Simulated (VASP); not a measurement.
# Bi2Te3 (P-1) in VASP: single point with PBE

Aim: the single point of Bi2Te3 with PBE.

All numbers are computed with VASP 6.6.1; they aren't measurements. Logs are shortened: lines on timing, memory, paths and dates and some standing lists are left out, and cuts for length are marked.

## Step 1: The cell of the first run

The typed cell holds 5 atoms: a = 10.405 Å, b = 10.501 Å, c = 10.526 Å, α = 24.29°, β = 23.97°, γ = 24.22°.

## Step 2: Single point, PBE (equal xy, yz and zx shear strains of -2 %)

The input, INCAR:

```
SYSTEM = Bi2Te3
PREC = Accurate ; ENCUT = 520
EDIFF = 1E-7 ; ISMEAR = -1
SIGMA = 0.08 ; LREAL = .False.
LASPH = .True. ; NELM = 60
ALGO = Normal ; ISIF = 2
LWAVE = .False. ; LCHARG = .False.
GGA = PE ; NBANDS = 32
```

The input, KPOINTS:

```
regular mesh
0
Gamma
  7 7 7
  0 0 0
```

The input, POSCAR:

```
Bi2Te3
1.0
    2.0786825638      1.1425427571     10.1310786998
   -2.3073185530      1.1864027683     10.1749387110
   -0.0763341108     -2.6339156254     10.1909925892
Bi Te
2 3
Direct
    0.4000000000      0.4000000000      0.4000000000
    0.6000000000      0.6000000000      0.6000000000
    0.0000000000      0.0000000000      0.0000000000
    0.2095000000      0.2095000000      0.2095000000
    0.7905000000      0.7905000000      0.7905000000
```

Potentials or basis: VASP PAW PBE potentials, release 64 (Bi_d, Te).

The run is started by

```sh
> cat potpaw_PBE.64/Bi_d/POTCAR potpaw_PBE.64/Te/POTCAR > POTCAR
> mpirun -np 1 vasp_std > vasp.out
```

OUTCAR:

```text
SYSTEM = Bi2Te3
   PREC = Accurate
   ENCUT = 520
   EDIFF = 1E-7
   ISMEAR = -1
   LREAL = .False.
   LASPH = .True.
   NELM = 60
   ISIF = 2
   GGA = PE

 ion  position               nearest neighbor table
   1  0.400  0.400  0.400-   5 3.05   5 3.08   5 3.10   3 3.22   3 3.25   3 3.27
   2  0.600  0.600  0.600-   4 3.05   4 3.08   4 3.10   3 3.22   3 3.25   3 3.27
   3  0.000  0.000  0.000-   2 3.22   1 3.22   2 3.25   1 3.25   2 3.27   1 3.27
   4  0.209  0.209  0.209-   2 3.05   2 3.08   2 3.10   5 3.60   5 3.64   5 3.67
   5  0.791  0.791  0.791-   1 3.05   1 3.08   1 3.10   4 3.60   4 3.64   4 3.67

  LATTYP: Found a triclinic cell.
 ALAT       =     4.3864396950
 B/A-ratio  =     1.0085784349
 C/A-ratio  =     2.3720947870
 COS(alpha) =     0.0094557751
 COS(beta)  =     0.1889226525
 COS(gamma) =     0.5128311706

  Lattice vectors:

 A1 = (  -4.3860011168,   0.0438600112,   0.0438600112)
 A2 = (  -2.2309844422,   3.8203183937,  -0.0160538782)
 A3 = (  -2.0786825638,  -1.1425427571, -10.1310786998)

Analysis of symmetry for initial positions (statically):
=====================================================================
 Subroutine PRICEL returns:
 Original cell was already a primitive cell.

 Routine SETGRP: Setting up the symmetry group for a
 triclinic supercell.

 Subroutine GETGRP returns: Found  2 space group operations
 (whereof  2 operations were pure point group operations)
 out of a pool of  2 trial point group operations.

The static configuration has the point symmetry S_2 .

Analysis of symmetry for dynamics (positions and initial velocities):
=====================================================================
 Subroutine PRICEL returns:
 Original cell was already a primitive cell.

 Routine SETGRP: Setting up the symmetry group for a
 triclinic supercell.

 Subroutine GETGRP returns: Found  2 space group operations
 (whereof  2 operations were pure point group operations)
 out of a pool of  2 trial point group operations.

The dynamic configuration has the point symmetry S_2 .

 Subroutine INISYM returns: Found  2 space group operations
 (whereof  2 operations are pure point group operations),
 and found     1 'primitive' translations

----------------------------------------------------------------------------------------

                                     Primitive cell

  volume of cell :     169.3062

  direct lattice vectors                    reciprocal lattice vectors
     2.078682564  1.142542757 10.131078700     0.229705380  0.134296130  0.036430115
    -2.307318553  1.186402768 10.174938711    -0.226382995  0.129689176  0.031823162
    -0.076334111 -2.633915625 10.190992589    -0.002328546 -0.262991466  0.030136900

  length of vectors
    10.405050734 10.500507045 10.526142141     0.268565012  0.262833134  0.264722810

  position of ions in fractional coordinates (direct lattice)
     0.400000000  0.400000000  0.400000000
     0.600000000  0.600000000  0.600000000
     0.000000000  0.000000000  0.000000000
     0.209500000  0.209500000  0.209500000
     0.790500000  0.790500000  0.790500000

  ion indices of the primitive-cell ions
   primitive index   ion index
                 1           1
                 2           2
                 3           3
                 4           4
                 5           5

----------------------------------------------------------------------------------------

 KPOINTS: regular mesh

Automatic generation of k-mesh.
 Grid dimensions read from file:
 generate k-points for:    7    7    7

 Generating k-lattice:

  Cartesian coordinates                     Fractional coordinates (reciprocal lattice)
     0.032815054  0.019185161  0.005204302     0.142857143  0.000000000  0.000000000
    -0.032340428  0.018527025  0.004546166     0.000000000  0.142857143  0.000000000
    -0.000332649 -0.037570209  0.004305271     0.000000000  0.000000000  0.142857143

  Length of vectors
     0.038366430  0.037547591  0.037817544

  Shift w.r.t. Gamma in fractional coordinates (k-lattice)
     0.000000000  0.000000000  0.000000000

 Subroutine IBZKPT returns following result:
 ===========================================

 Found    172 irreducible k-points:

 Following reciprocal coordinates:
            Coordinates               Weight
  0.000000  0.000000  0.000000      1.000000
  0.142857  0.000000 -0.000000      2.000000
  0.285714  0.000000 -0.000000      2.000000
  0.428571  0.000000 -0.000000      2.000000
  0.000000  0.142857 -0.000000      2.000000
  0.142857  0.142857  0.000000      2.000000
[... 16 lines left out ...]
 -0.428571  0.428571  0.000000      2.000000
 -0.285714  0.428571 -0.000000      2.000000
 [... further k-points ...]
   k-points           NKPTS =    172   k-points in BZ     NKDIM =    172   number of bands    NBANDS=     32
   number of dos      NEDOS =    301   number of ions     NIONS =      5
   total plane-waves  NPLWV = 512000
   dimension x,y,z NGX =    80 NGY =   80 NGZ =   80
   dimension x,y,z NGXF=   160 NGYF=  160 NGZF=  160
   ions per type =               2   3
   NGX,Y,Z   is equivalent  to a cutoff of  12.78, 12.67, 12.63 a.u.
   NGXF,Y,Z  is equivalent  to a cutoff of  25.56, 25.33, 25.27 a.u.
 SYSTEM =  Bi2Te3
   PREC   = accura    normal or accurate (medium, high low for compatibility)
   ISTART =      0    job   : 0-new  1-cont  2-samecut
   ICHARG =      2    charge: 1-file 2-atom 10-const
   ISPIN  =      1    spin polarized calculation?
   LNONCOLLINEAR =      F non collinear calculations
   LSORBIT =      F    spin-orbit coupling
   LASPH  =      T    aspherical Exc in radial PAW
   ENCUT  =  520.0 eV  38.22 Ry    6.18 a.u.  19.35 19.52 19.57*2*pi/ulx,y,z
   NELM   =     60;   NELMIN=  2; NELMDL= -5     # of ELM steps
   EDIFF  = 0.1E-06   stopping-criterion for ELM
   LREAL  =      F    real-space projection
   EDIFFG = 0.1E-05   stopping-criterion for IOM
   NSW    =      0    number of steps for IOM
   IBRION =     -1    ionic relax: 0-MD 1-quasi-New 2-CG
   NFREE  =      0    steps in history (QN), initial steepest desc. (CG)
   ISIF   =      2    stress and relaxation
   ISYM   =      2    0-nonsym 1-usesym 2-fastsym
   POTIM  = 0.5000    time-step for ionic-motion
   TEBEG  =    0.0;   TEEND  =   0.0 temperature during run
   PSTRESS=    0.0 pullay stress
   NELECT =      48.0000    total number of electrons
   NUPDOWN=      -1.0000    fix difference up-down
   EMIN   =  10.00;   EMAX   =-10.00  energy-range for DOS
   EFERMI =   0.00;   METHOD = LEGACY
   ISMEAR =    -1;   SIGMA  =   0.08  broadening in eV -4-tet -1-fermi 0-gaus
   EFERMI_NEDOS =   21; number of points for ismear=-14 and -15
   IALGO  =     38    algorithm
   IMIX   =      4    mixing-type and parameters
     AMIX     =   0.40;   BMIX     =  1.00
     AMIX_MAG =   1.60;   BMIX_MAG =  1.00
  volume/ion in A,a.u.               =      33.86       228.51
  Fermi-wavevector in a.u.,A,eV,Ry     =   1.075468  2.032340 15.736933  1.156632
  Thomas-Fermi vector in A             =   2.211326
   LORBIT       =      0    0 simple, 1 ext, 2 COOP (PROOUT), +10 PAW based schemes
   GGA     = PE    functional components
   LHFCALC =     F    Hartree Fock is set to
   AEXX    =    0.0000 exact exchange contribution
   IVDW    =     0    specifies the selected vdW correction
   LEPSILON=     F    determine dielectric tensor
   LRPA    =     F    only Hartree local field effects (RPA)
 non-spin polarized calculation
  energy-cutoff  :      520.00
  volume of cell :      169.31
 maximum number of plane-waves:      4585
 NGX is ok and might be reduce to    80
   NGX = 39   NGY = 39   NGZ = 39

 number of electron      48.0000004 magnetization

 Free energy of the ion-electron system (eV)
  ---------------------------------------------------
  ext. energy  EPLUGINS =         0.00000000
  ---------------------------------------------------
  free energy    TOTEN  =       -18.31696840 eV

  energy without entropy =      -18.31532126  energy(sigma->0) =      -18.31614483

 E-fermi :   6.3668     XC(G=0):  -9.3306

 val. band max:        6.2293276850   @ k =   0.0000   0.0000   0.0000
 cond. band min:       6.4894790201   @ k =   0.0000   0.0000   0.0000
 fundamental gap:      0.2601513350
 Fermi energy:         6.3668246868

 k-point     1 :       0.0000    0.0000    0.0000
  band No.  band energies     occupation
      1     -16.9932      2.00000
      2     -16.9920      2.00000
      3     -16.9912      2.00000
      4     -16.9901      2.00000
      5     -16.9837      2.00000
      6     -16.9828      2.00000
[... 24 lines left out ...]
     31      11.0414      0.00000
     32      11.5667      0.00000

 k-point     2 :       0.1429    0.0000   -0.0000
  band No.  band energies     occupation
      1     -16.9942      2.00000
      2     -16.9927      2.00000
      3     -16.9892      2.00000
      4     -16.9879      2.00000
      5     -16.9831      2.00000
      6     -16.9818      2.00000
[... 24 lines left out ...]
     31      10.5436      0.00000
     32      11.1722      0.00000

 k-point     3 :       0.2857    0.0000   -0.0000
  band No.  band energies     occupation
      1     -16.9985      2.00000
      2     -16.9962      2.00000
      3     -16.9854      2.00000
      4     -16.9836      2.00000
      5     -16.9821      2.00000
      6     -16.9814      2.00000
[... 24 lines left out ...]
     31      10.1448      0.00000
     32      11.8426      0.00000

 k-point     4 :       0.4286    0.0000   -0.0000
  band No.  band energies     occupation
      1     -17.0024      2.00000
      2     -16.9995      2.00000
      3     -16.9850      2.00000
      4     -16.9832      2.00000
      5     -16.9822      2.00000
      6     -16.9820      2.00000
[... 654 lines left out ...]
     31      11.0333      0.00000
     32      11.7532      0.00000

 k-point    23 :      -0.4286    0.4286    0.0000
  band No.  band energies     occupation
      1     -16.9983      2.00000
      2     -16.9963      2.00000
      3     -16.9896      2.00000
      4     -16.9871      2.00000
      5     -16.9867      2.00000
      6     -16.9846      2.00000
[... 24 lines left out ...]
     31      11.2763      0.00000
     32      12.1462      0.00000

 k-point    24 :      -0.2857    0.4286   -0.0000
  band No.  band energies     occupation
      1     -16.9951      2.00000
      2     -16.9944      2.00000
      3     -16.9920      2.00000
      4     -16.9880      2.00000
      5     -16.9828      2.00000
      6     -16.9811      2.00000
[... 24 lines left out ...]
     31      11.2196      0.00000
     32      11.7051      0.00000

 [... further k-points ...]

------------------------ aborting loop because EDIFF is reached ----------------------------------------

  FORCE on cell =-STRESS in cart. coord.  units (eV):
  Direction    XX          YY          ZZ          XY          YZ          ZX
  --------------------------------------------------------------------------------------
  -------------------------------------------------------------------------------------
  Total        1.4802764      2.7312056      1.8969237      0.0972740      1.1930476      0.5409285
  in kB       14.0081396     25.8459223     17.9509528      0.9205229     11.2900386      5.1189099
  external PRESSURE =      19.2683382 kB  Pullay stress =       0.0000000 kB

 VOLUME and BASIS-vectors are now :
 -----------------------------------------------------------------------------
  energy-cutoff  :      520.00
  volume of cell :      169.31
      direct lattice vectors                 reciprocal lattice vectors
     2.078682564  1.142542757 10.131078700     0.229705380  0.134296130  0.036430115
    -2.307318553  1.186402768 10.174938711    -0.226382995  0.129689176  0.031823162
    -0.076334111 -2.633915625 10.190992589    -0.002328546 -0.262991466  0.030136900

 POSITION                                       TOTAL-FORCE (eV/Angst)
 -----------------------------------------------------------------------------------
     -0.12199     -0.12199     12.19880        -0.026469     -0.054521      0.028809
     -0.18298     -0.18298     18.29821         0.026469      0.054521     -0.028809
      0.00000      0.00000      0.00000        -0.000000      0.000000      0.000000
     -0.06389     -0.06389      6.38912        -0.065307     -0.137911      0.027201
     -0.24108     -0.24108     24.10789         0.065307      0.137911     -0.027201
 -----------------------------------------------------------------------------------
    total drift:                               -0.000000     -0.000000     -0.000000

  FREE ENERGIE OF THE ION-ELECTRON SYSTEM (eV)
  ---------------------------------------------------
  free  energy   TOTEN  =       -18.3169683992 eV

  energy  without entropy=      -18.3153212604  energy(sigma->0) =      -18.31614483
```

Wall time 2.2 h (1 thread of Oxide Virtual Turin-like, shared host); peak memory 1.4 GiB.

Results:

| Property | Result |
| --- | --- |
| Free energy | -18.3170 eV |
| Pressure | 1.9 GPa |
| Largest force | 0.155 eV/Å |
| Band gap on the k mesh | 0.26 eV |

Forces in eV/Å, atoms in the order of the input:
```
Bi  -0.026 -0.055  0.029
Bi   0.026  0.055 -0.029
Te   0.000  0.000  0.000
Te  -0.065 -0.138  0.027
Te   0.065  0.138 -0.027
```

Caveat: the cell differs from its parent crystal (equal xy, yz and zx shear strains of -2 %); spin-orbit coupling is left out, which moves the levels of the heavy elements. A k mesh can miss the band edges.
